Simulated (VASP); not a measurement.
# Pt (P6_3/mmc) in VASP: notebook

The runs below take Pt through single point, relaxation of cell and atoms, with PBE.

All numbers are computed with VASP 6.6.1; they aren't measurements. Logs are shortened: lines on timing, memory, paths and dates and some standing lists are left out, and cuts for length are marked.

### Step 1. The cell of the first run

The structure is hexagonal, space group P6_3/mmc (No. 194). Conventional cell: a = 2.775 Å, b = 2.775 Å, c = 4.726 Å, α = 90.00°, β = 90.00°, γ = 120.00°. Pt (site symmetry -6m2) has 12 Pt at 2.78 to 2.85 Å within 3.7 Å.

This isn't the form of Pt at room conditions, which is fcc.

### Step 2. Single point, PBE

The input, INCAR:

```
SYSTEM = Pt
PREC = Accurate ; ENCUT = 520
EDIFF = 1E-6 ; ISMEAR = -1
SIGMA = 0.1 ; LREAL = .FALSE.
LASPH = .TRUE. ; NELM = 80
ALGO = Normal ; ISIF = 2
LWAVE = .FALSE. ; LCHARG = .FALSE.
GGA = PE ; NBANDS = 17
```

The input, KPOINTS:

```
Automatic mesh
0
G
  8 8 5
  0 0 0
```

The input, POSCAR:

```
Pt
1.0
    2.7751491139      0.0000000000      0.0000000000
   -1.3875745570      2.4033496320      0.0000000000
    0.0000000000      0.0000000000      4.7255064016
Pt
2
Direct
    0.3333333333      0.6666666667      0.2500000000
    0.6666666667      0.3333333333      0.7500000000
```

Potentials or basis: VASP PAW PBE potentials, release 64 (Pt).

Launch:

```bash
cat potpaw_PBE.64/Pt/POTCAR > POTCAR
mpirun -np 1 vasp_std > vasp.out
```

OUTCAR:

```text
SYSTEM = Pt
   PREC = Accurate
   ENCUT = 520
   EDIFF = 1E-6
   ISMEAR = -1
   LREAL = .FALSE.
   LASPH = .TRUE.
   NELM = 80
   ISIF = 2
   GGA = PE

 ion  position               nearest neighbor table
   1  0.333  0.667  0.250-   2 2.85   2 2.85   2 2.85   2 2.85   2 2.85   2 2.85
   2  0.667  0.333  0.750-   1 2.85   1 2.85   1 2.85   1 2.85   1 2.85   1 2.85

  LATTYP: Found a hexagonal cell.
 ALAT       =     2.7751491139
 C/A-ratio  =     1.7027936906

  Lattice vectors:

 A1 = (   2.7751491139,   0.0000000000,   0.0000000000)
 A2 = (  -1.3875745570,   2.4033496320,   0.0000000000)
 A3 = (   0.0000000000,   0.0000000000,   4.7255064016)

Analysis of symmetry for initial positions (statically):
=====================================================================
 Subroutine PRICEL returns:
 Original cell was already a primitive cell.

 Routine SETGRP: Setting up the symmetry group for a
 hexagonal supercell.

 Subroutine GETGRP returns: Found 24 space group operations
 (whereof 12 operations were pure point group operations)
 out of a pool of 24 trial point group operations.

The static configuration has the point symmetry D_3d.
 The point group associated with its full space group is D_6h.

Analysis of symmetry for dynamics (positions and initial velocities):
=====================================================================
 Subroutine PRICEL returns:
 Original cell was already a primitive cell.

 Routine SETGRP: Setting up the symmetry group for a
 hexagonal supercell.

 Subroutine GETGRP returns: Found 24 space group operations
 (whereof 12 operations were pure point group operations)
 out of a pool of 24 trial point group operations.

The dynamic configuration has the point symmetry D_3d.
 The point group associated with its full space group is D_6h.

 Subroutine INISYM returns: Found 24 space group operations
 (whereof 12 operations are pure point group operations),
 and found     1 'primitive' translations

----------------------------------------------------------------------------------------

                                     Primitive cell

  volume of cell :      31.5175

  direct lattice vectors                    reciprocal lattice vectors
     2.775149114  0.000000000  0.000000000     0.360340998  0.208042972  0.000000000
    -1.387574557  2.403349632  0.000000000     0.000000000  0.416085944  0.000000000
     0.000000000  0.000000000  4.725506402     0.000000000  0.000000000  0.211617532

  length of vectors
     2.775149114  2.775149114  4.725506402     0.416085944  0.416085944  0.211617532

  position of ions in fractional coordinates (direct lattice)
     0.333333333  0.666666667  0.250000000
     0.666666667  0.333333333  0.750000000

  ion indices of the primitive-cell ions
   primitive index   ion index
                 1           1
                 2           2

----------------------------------------------------------------------------------------

 KPOINTS: Automatic mesh

Automatic generation of k-mesh.
 Grid dimensions read from file:
 generate k-points for:    8    8    5

 Generating k-lattice:

  Cartesian coordinates                     Fractional coordinates (reciprocal lattice)
     0.045042625  0.026005371  0.000000000     0.125000000  0.000000000  0.000000000
     0.000000000  0.052010743  0.000000000     0.000000000  0.125000000  0.000000000
     0.000000000  0.000000000  0.042323506     0.000000000  0.000000000  0.200000000

  Length of vectors
     0.052010743  0.052010743  0.042323506

  Shift w.r.t. Gamma in fractional coordinates (k-lattice)
     0.000000000  0.000000000  0.000000000

 Subroutine IBZKPT returns following result:
 ===========================================

 Found     30 irreducible k-points:

 Following reciprocal coordinates:
            Coordinates               Weight
  0.000000  0.000000  0.000000      1.000000
  0.125000  0.000000  0.000000      6.000000
  0.250000  0.000000  0.000000      6.000000
  0.375000  0.000000  0.000000      6.000000
  0.500000  0.000000  0.000000      3.000000
  0.125000  0.125000  0.000000      6.000000
[... 16 lines left out ...]
  0.250000  0.000000  0.400000     12.000000
  0.375000  0.000000  0.400000     12.000000
 [... further k-points ...]
   k-points           NKPTS =     30   k-points in BZ     NKDIM =     30   number of bands    NBANDS=     17
   number of dos      NEDOS =    301   number of ions     NIONS =      2
   total plane-waves  NPLWV =  20736
   dimension x,y,z NGX =    24 NGY =   24 NGZ =   36
   dimension x,y,z NGXF=    48 NGYF=   48 NGZF=   72
   ions per type =               2
   NGX,Y,Z   is equivalent  to a cutoff of  14.38, 14.38, 12.66 a.u.
   NGXF,Y,Z  is equivalent  to a cutoff of  28.75, 28.75, 25.33 a.u.
 SYSTEM =  Pt
   PREC   = accura    normal or accurate (medium, high low for compatibility)
   ISTART =      0    job   : 0-new  1-cont  2-samecut
   ICHARG =      2    charge: 1-file 2-atom 10-const
   ISPIN  =      1    spin polarized calculation?
   LNONCOLLINEAR =      F non collinear calculations
   LSORBIT =      F    spin-orbit coupling
   LASPH  =      T    aspherical Exc in radial PAW
   ENCUT  =  520.0 eV  38.22 Ry    6.18 a.u.   5.16  5.16  8.79*2*pi/ulx,y,z
   NELM   =     80;   NELMIN=  2; NELMDL= -5     # of ELM steps
   EDIFF  = 0.1E-05   stopping-criterion for ELM
   LREAL  =      F    real-space projection
   EDIFFG = 0.1E-04   stopping-criterion for IOM
   NSW    =      0    number of steps for IOM
   IBRION =     -1    ionic relax: 0-MD 1-quasi-New 2-CG
   NFREE  =      0    steps in history (QN), initial steepest desc. (CG)
   ISIF   =      2    stress and relaxation
   ISYM   =      2    0-nonsym 1-usesym 2-fastsym
   POTIM  = 0.5000    time-step for ionic-motion
   TEBEG  =    0.0;   TEEND  =   0.0 temperature during run
   PSTRESS=    0.0 pullay stress
   NELECT =      20.0000    total number of electrons
   NUPDOWN=      -1.0000    fix difference up-down
   EMIN   =  10.00;   EMAX   =-10.00  energy-range for DOS
   EFERMI =   0.00;   METHOD = LEGACY
   ISMEAR =    -1;   SIGMA  =   0.10  broadening in eV -4-tet -1-fermi 0-gaus
   EFERMI_NEDOS =   21; number of points for ismear=-14 and -15
   IALGO  =     38    algorithm
   IMIX   =      4    mixing-type and parameters
     AMIX     =   0.40;   BMIX     =  1.00
     AMIX_MAG =   1.60;   BMIX_MAG =  1.00
  volume/ion in A,a.u.               =      15.76       106.35
  Fermi-wavevector in a.u.,A,eV,Ry     =   1.406806  2.658478 26.927342  1.979104
  Thomas-Fermi vector in A             =   2.529129
   LORBIT       =      0    0 simple, 1 ext, 2 COOP (PROOUT), +10 PAW based schemes
   GGA     = PE    functional components
   LHFCALC =     F    Hartree Fock is set to
   AEXX    =    0.0000 exact exchange contribution
   IVDW    =     0    specifies the selected vdW correction
   LEPSILON=     F    determine dielectric tensor
   LRPA    =     F    only Hartree local field effects (RPA)
 non-spin polarized calculation
  energy-cutoff  :      520.00
  volume of cell :       31.52
 maximum number of plane-waves:       859
 NGX is ok and might be reduce to    24
   NGX = 11   NGY = 11   NGZ = 17

 number of electron      20.0000004 magnetization

 Free energy of the ion-electron system (eV)
  ---------------------------------------------------
  ext. energy  EPLUGINS =         0.00000000
  ---------------------------------------------------
  free energy    TOTEN  =       -12.12886126 eV

  energy without entropy =      -12.01234850  energy(sigma->0) =      -12.07060488

 E-fermi :  10.3988     XC(G=0): -13.2257

 val. band max:       10.3941609556   @ k =   0.5000   0.0000   0.4000
 cond. band min:      10.4011626669   @ k =   0.2500   0.0000   0.0000
 fundamental gap:      0.0070017113
 Fermi energy:        10.3988230571

 k-point     1 :       0.0000    0.0000    0.0000
  band No.  band energies     occupation
      1       0.7070      2.00000
      2       3.4278      2.00000
      3       6.6049      2.00000
      4       7.0130      2.00000
      5       7.0130      2.00000
      6       7.4090      2.00000
[... 9 lines left out ...]
     16      27.7483      0.00000
     17      31.2077      0.00000

 k-point     2 :       0.1250    0.0000    0.0000
  band No.  band energies     occupation
      1       1.2522      2.00000
      2       3.9029      2.00000
      3       6.4012      2.00000
      4       7.0653      2.00000
      5       7.2872      2.00000
      6       7.4308      2.00000
[... 9 lines left out ...]
     16      27.8992      0.00000
     17      29.1265      0.00000

 k-point     3 :       0.2500    0.0000    0.0000
  band No.  band energies     occupation
      1       2.6395      2.00000
      2       4.6076      2.00000
      3       6.0885      2.00000
      4       6.2970      2.00000
      5       6.6924      2.00000
      6       7.7243      2.00000
[... 9 lines left out ...]
     16      26.5499      0.00000
     17      28.7925      0.00000

 k-point     4 :       0.3750    0.0000    0.0000
  band No.  band energies     occupation
      1       3.8271      2.00000
      2       4.3196      2.00000
      3       5.0752      2.00000
      4       6.8292      2.00000
      5       7.3117      2.00000
      6       7.3152      2.00000
[... 9 lines left out ...]
     16      23.8728      0.00000
     17      24.7041      0.00000
[... 343 lines left out ...]
      1       2.4953      2.00000
      2       3.4951      2.00000
      3       6.2470      2.00000
      4       6.2984      2.00000
      5       6.7121      2.00000
      6       7.1150      2.00000
[... 9 lines left out ...]
     16      26.7024      0.00000
     17      28.4498      0.00000

 k-point    23 :       0.2500    0.0000    0.4000
  band No.  band energies     occupation
      1       3.5533      2.00000
      2       4.3813      2.00000
      3       5.5992      2.00000
      4       5.9977      2.00000
      5       6.7534      2.00000
      6       7.1943      2.00000
[... 9 lines left out ...]
     16      26.0937      0.00000
     17      28.1169      0.00000

 k-point    24 :       0.3750    0.0000    0.4000
  band No.  band energies     occupation
      1       3.8492      2.00000
      2       4.2443      2.00000
      3       5.3246      2.00000
      4       5.5678      2.00000
      5       8.1334      2.00000
      6       8.1546      2.00000
[... 9 lines left out ...]
     16      25.6416      0.00000
     17      25.8917      0.00000

 [... further k-points ...]

------------------------ aborting loop because EDIFF is reached ----------------------------------------

  FORCE on cell =-STRESS in cart. coord.  units (eV):
  Direction    XX          YY          ZZ          XY          YZ          ZX
  --------------------------------------------------------------------------------------
  -------------------------------------------------------------------------------------
  Total       -0.0879149     -0.0879149     -0.1019780      0.0000000      0.0000000      0.0000000
  in kB       -4.4691153     -4.4691153     -5.1840062      0.0000000      0.0000000      0.0000000
  external PRESSURE =      -4.7074123 kB  Pullay stress =       0.0000000 kB

 VOLUME and BASIS-vectors are now :
 -----------------------------------------------------------------------------
  energy-cutoff  :      520.00
  volume of cell :       31.52
      direct lattice vectors                 reciprocal lattice vectors
     2.775149114  0.000000000  0.000000000     0.360340998  0.208042972  0.000000000
    -1.387574557  2.403349632  0.000000000     0.000000000  0.416085944  0.000000000
     0.000000000  0.000000000  4.725506402     0.000000000  0.000000000  0.211617532

 POSITION                                       TOTAL-FORCE (eV/Angst)
 -----------------------------------------------------------------------------------
     -0.00000      1.60223      1.18138        -0.000000      0.000000      0.000000
      1.38757      0.80112      3.54413         0.000000     -0.000000      0.000000
 -----------------------------------------------------------------------------------
    total drift:                                0.000000     -0.000000      0.000000

  FREE ENERGIE OF THE ION-ELECTRON SYSTEM (eV)
  ---------------------------------------------------
  free  energy   TOTEN  =       -12.1288612637 eV

  energy  without entropy=      -12.0123484989  energy(sigma->0) =      -12.07060488
```

It took 5.6 s on 1 thread of Intel Xeon 6975P-C (Granite Rapids), shared host; peak memory 0.16 GiB.

Results:

- Free energy: -12.1289 eV
- Pressure: -0.5 GPa
- Band gap on the k mesh: zero (bands 10 and 11 overlap by 1.10 eV)

Caveat: spin-orbit coupling is left out, which moves the levels of the heavy elements.

### Step 3. Relaxation of cell and atoms, PBE

This run uses another cell than the first one, of 15.03 Å³/atom.

The input, INCAR:

```
ALGO = Normal
EDIFF = 1E-6
EDIFFG = -0.03
ENCUT = 600
GGA = PE
IBRION = 2
ISIF = 3
ISMEAR = -1
LASPH = T
LCHARG = F
LREAL = F
LWAVE = F
NELM = 60
NSW = 80
PREC = Accurate
SIGMA = 0.1
```

The input, KPOINTS:

```
k-points
0
Gamma
  8 8 5
```

The input, POSCAR:

```
Pt
1.0
    2.7700000000      0.0000000000      0.0000000000
   -1.3850000000      2.3988903685      0.0000000000
    0.0000000000      0.0000000000      4.5234100000
Pt
2
Direct
    0.3333333333      0.6666666667      0.2500000000
    0.6666666667      0.3333333333      0.7500000000
```

Potentials or basis: VASP PAW PBE potentials, release 64 (Pt).

Launch:

```bash
cat potpaw_PBE.64/Pt/POTCAR > POTCAR
mpirun -np 1 vasp_std > vasp.out
```

Run time: 23 s. Hardware: 1 thread of Intel Xeon 6975P-C (Granite Rapids), shared host; peak memory 0.16 GiB.

It converged, with:

```
Free energy                           : -12.1286 eV
Relaxed volume                        : 15.72 Å³/atom
Relaxed cell                          : a = 2.774 Å, b = 2.774 Å, c = 4.718 Å, α = 90.00°, β = 90.00°, γ = 120.00°
Space group after relaxing (to 0.1 Å) : P6_3/mmc (No. 194)
Energy gained by relaxing             : 35.2 meV/atom
Ionic steps                           : 7
Pressure after relaxing               : 0.2 GPa
Band gap on the k mesh                : zero (bands 10 and 11 overlap by 1.10 eV)
```

The path:
| step | energy change (eV) | largest force (eV/Å) | pressure (GPa) | volume (Å³) |
| --- | --- | --- | --- | --- |
| 1 | 0.0000 | 0.0000 | 12.57 | 30.06 |
| 2 | 0.2320 | 0.0000 | -20.96 | 35.47 |
| 3 | -0.0587 | 0.0000 | -1.17 | 31.61 |
| 4 | -0.0589 | 0.0000 | -0.68 | 31.54 |
| 5 | -0.0690 | 0.0000 | -0.14 | 31.47 |
| 6 | -0.0703 | 0.0000 | 0.21 | 31.44 |
| 7 | -0.0703 | 0.0000 | 0.23 | 31.44 |

Final structure:
```
Pt
1.0
     2.77368    0.00000    0.00000
    -1.38684    2.40208    0.00000
     0.00000    0.00000    4.71829
Pt
2
Direct
  0.33333 0.66667 0.25000
  0.66667 0.33333 0.75000
```

Levels at points of the mesh, in eV from the Fermi level:
```csv
k point,band 7,band 8,band 9,band 10,band 11,band 12,band 13,band 14
"(0.00, 0.00, 0.00)",-3.00,-1.94,-1.94,-0.58,-0.23,-0.23,4.98,15.04
"(0.50, 0.00, 0.00)",-2.67,0.07,0.23,0.46,2.26,3.71,7.38,9.01
```

Caveat: spin-orbit coupling is left out, which moves the levels of the heavy elements.
